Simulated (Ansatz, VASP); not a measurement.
## CdS: VASP beside Ansatz

POSCAR

```
CdS
1.0
    0.0000000000      2.9392148400      2.9392148400
    2.9392148400      0.0000000000      2.9392148400
    2.9392148400      2.9392148400      0.0000000000
Cd S
1 1
Direct
    0.0000000000      0.0000000000      0.0000000000
    0.2500000000      0.2500000000      0.2500000000
```

INCAR.step1

```
SYSTEM = CdS
PREC = Accurate ; ENCUT = 550
ISMEAR = 0 ; SIGMA = 0.001
LREAL = .FALSE. ; LASPH = .TRUE.
NELM = 120 ; NBANDS = 16
GGA = PE ; ALGO = Normal
EDIFF = 1E-5 ; LWAVE = .TRUE.
LCHARG = .FALSE. ; GGA_COMPAT = .FALSE.
```

The input INCAR.step2:

```
SYSTEM = CdS
PREC = Accurate ; ENCUT = 550
EDIFF = 1E-6 ; ISMEAR = 0
SIGMA = 0.001 ; LREAL = .FALSE.
LASPH = .TRUE. ; NELM = 120
ALGO = Normal ; ISIF = 2
LWAVE = .FALSE. ; LCHARG = .FALSE.
METAGGA = R2SCAN ; LMIXTAU = .TRUE.
NBANDS = 16 ; ISTART = 1
GGA_COMPAT = .FALSE.
```

Contents of KPOINTS:

```
Automatic mesh
0
G
  6 6 6
  0 0 0
```

Input for Ansatz:

```yaml
crystal:
  lattice:
    - [0.0, 2.93921484, 2.93921484]
    - [2.93921484, 0.0, 2.93921484]
    - [2.93921484, 2.93921484, 0.0]
  atoms:
    - { symbol: Cd, position: [0.0, 0.0, 0.0] }
    - { symbol: S, position: [0.25, 0.25, 0.25] }
kpoints:
  mp_grid: { grid: [6, 6, 6] }
hamiltonian:
  xc: r2scan
scf:
  occupations: { method: gaussian, width: 0.001 }
  n_extra_bands: 4
output:
  forces: true
  stress: true
  eigenvalues: true
```

Alike in both runs: task single point; functional r2SCAN; k mesh 6 × 6 × 6; occupations gaussian, width 0.001 eV; no spin polarisation.

```csv
,VASP,Ansatz
version,VASP 6.6.1,Ansatz 0.2.0
potentials or method,"VASP PAW PBE potentials, release 64 (Cd, S)",plane waves
plane-wave cutoff (eV),550,500
valence electrons in the cell,18,26
```

```csv
,VASP,Ansatz,Ansatz less VASP
gap on the k mesh at the Fermi level (eV),1.54,1.54,+0.004
pressure (GPa),0.3,0.0,-0.29
```

VASP's potentials were made for PBE, not for r2SCAN. With one functional, cell and mesh, what is left measures potentials, basis and numerics. VASP's potentials hold 18 valence electrons a cell and Ansatz's 26, so a difference there can come from the potentials and not from the codes.
